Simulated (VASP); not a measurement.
Set up this calculation in VASP 6.6.1, as the native input.

```
Task                   : single point
Functional             : PBEsol
Potentials or basis    : VASP PAW PBE potentials, release 64 (Mg, O)
Cutoff                 : 520 eV
k mesh                 : 10 × 10 × 10
Occupations            : gaussian, width 0.05 eV
Spin                   : no spin polarisation
Dipole correction      : no
Further INCAR settings : ALGO = Normal; EDIFF = 1e-07; NBANDS = 11
```

The structure of MgO lies in POSCAR:

```
MgO
1.0
    0.0000000000      2.1351500000      2.1351500000
    2.1351500000      0.0000000000      2.1351500000
    2.1351500000      2.1351500000      0.0000000000
Mg O
1 1
Direct
    0.0000000000      0.0000000000      0.0000000000
    0.5117087792      0.5117087792      0.4882912208
```

This cell differs from its parent crystal: all O atoms moved -0.050 Å, as atom 2 towards its neighbour atom 1 (Mg) at 2.135 Å.

The input as run:

INCAR

```
SYSTEM = MgO
  PREC = Accurate
  ENCUT = 520
  EDIFF = 1E-7
  ISMEAR = 0
  SIGMA = 0.05
  LREAL = .FALSE.
  LASPH = .TRUE.
  NELM = 100
  ALGO = Normal
  ISIF = 2
  LWAVE = .FALSE.
  LCHARG = .TRUE.
  GGA = PS
  LELF = .TRUE.
  LVHAR = .TRUE.
  NBANDS = 11
```

KPOINTS

```
Automatic mesh
0
G
  10 10 10
  0 0 0
```

Potentials or basis: VASP PAW PBE potentials, release 64 (Mg, O).

The run is started by

```sh
$ cat potpaw_PBE.64/Mg/POTCAR potpaw_PBE.64/O/POTCAR > POTCAR
$ mpirun -np 1 vasp_std > vasp.out
```

Results of the run:

* Pressure: -6.1 GPa
* Largest force: 0.225 eV/Å
* Band gap on the k mesh: 4.25 eV, direct

Caveat: the cell differs from its parent crystal (all O atoms moved -0.050 Å, as atom 2 towards its neighbour atom 1 (Mg) at 2.135 Å); the PAW data sets were made with another functional, which shifts forces and pressure a little.

Wall time 26 s on 1 thread of Intel Xeon 8259CL (shared host), peak memory 0.15 GiB.
